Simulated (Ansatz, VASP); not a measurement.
# CdSe in VASP and in Ansatz

```
Cd Se
1.0
     0.00000    3.07027    3.07027
     3.07027    0.00000    3.07027
     3.07027    3.07027    0.00000
Cd Se
1 1
Direct
  0.00000 0.00000 0.00000
  0.75000 0.75000 0.75000
```

Alike in both runs: task single point; functional BLYP; k mesh 5 × 5 × 5; no spin polarisation.

|  | VASP | Ansatz |
| --- | --- | --- |
| version | VASP 6.6.1 | Ansatz 0.2.0 |
| potentials or method | VASP PAW PBE potentials, release 64 (Cd, Se), cutoff 500 eV | plane waves, PAW |
| occupations | gaussian, width 0.01 eV | fixed |
| valence electrons in the cell | 18 | 36 |

VASP gave:

- gap on the k mesh at the Fermi level (eV): 0.50
- pressure (GPa): 4.4

Estimate Ansatz's values.

gap on the k mesh at the Fermi level (eV): 0.47; pressure (GPa): 4.0.

VASP's potentials were made for PBE, not for BLYP. VASP's potentials hold 18 valence electrons a cell and Ansatz's 36, so a difference there can come from the potentials and not from the codes.
